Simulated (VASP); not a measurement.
Input of a VASP 6.6.1 run:

The input INCAR:

```
SYSTEM = Ir
PREC = Accurate ; ENCUT = 520
EDIFF = 1E-6 ; ISMEAR = 0
SIGMA = 0.15 ; LREAL = .FALSE.
LASPH = .TRUE. ; NELM = 80
ALGO = Fast ; ISIF = 2
LWAVE = .FALSE. ; LCHARG = .FALSE.
GGA = PE ; NBANDS = 16
```

The input KPOINTS:

```
regular mesh
0
G
  18 18 10
  0 0 0
```

File POSCAR:

```
Ir
1.0
    2.8119000000      0.0000000000      0.0000000000
   -1.4059500000      2.4351768329      0.0000000000
    0.0000000000      0.0000000000      4.5272000000
Ir
2
Direct
    0.6666666667      0.3333333333      0.7500000000
    0.3333333333      0.6666666667      0.2500000000
```

Potentials or basis: VASP PAW PBE potentials, release 64 (Ir).

Run with:

```console
$ cat potpaw_PBE.64/Ir/POTCAR > POTCAR
$ mpirun -np 1 vasp_std > vasp.out
```

Q: Predict the pressure.

A: -17.9 GPa.

Q: What does it give for the band gap on the k mesh?

A: Zero (band 9 reaches 9.83 eV, above the bottom of band 10 at 6.95 eV).

Stress tensor (GPa, compression positive):
```
-18.33   0.00   0.00
  0.00 -18.33   0.00
  0.00   0.00 -17.00
```

Caveat: spin-orbit coupling is left out, which moves the levels of the heavy elements.
